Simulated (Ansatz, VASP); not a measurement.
**CdRu2: VASP beside Ansatz**

```
Cd Ru
1.0
     0.00000    3.64443    3.64443
     3.64443    0.00000    3.64443
     3.64443    3.64443    0.00000
Cd Ru
2 4
Direct
  0.50000 0.50000 0.50000
  0.75000 0.75000 0.75000
  0.12500 0.12500 0.12500
  0.62500 0.12500 0.12500
  0.12500 0.12500 0.62500
  0.12500 0.62500 0.12500
```

Alike in both runs: functional r2SCAN; k mesh 8 × 8 × 8; occupations gaussian, width 0.1 eV; no spin polarisation.

Ansatz relaxed the structure, and its values are those at the end. VASP's run is a single point on that final structure, the one shown.

|  | VASP | Ansatz |
| --- | --- | --- |
| version | VASP 6.6.1 | Ansatz 0.2.0 |
| potentials or method | VASP PAW PBE potentials, release 64 (Cd_sv_GW, Ru_sv), cutoff 660 eV | scalar-relativistic, plane waves, PAW |
| valence electrons in the cell | 104 | 104 |

|  | VASP | Ansatz | Ansatz less VASP |
| --- | --- | --- | --- |
| gap on the k mesh at the Fermi level (eV) | none | none | - |
| pressure (GPa) | 0.0 | 0.0 | -0.05 |

VASP's potentials were made for PBE, not for r2SCAN. A gap of «none» marks a metal or a gap that the smearing closes.
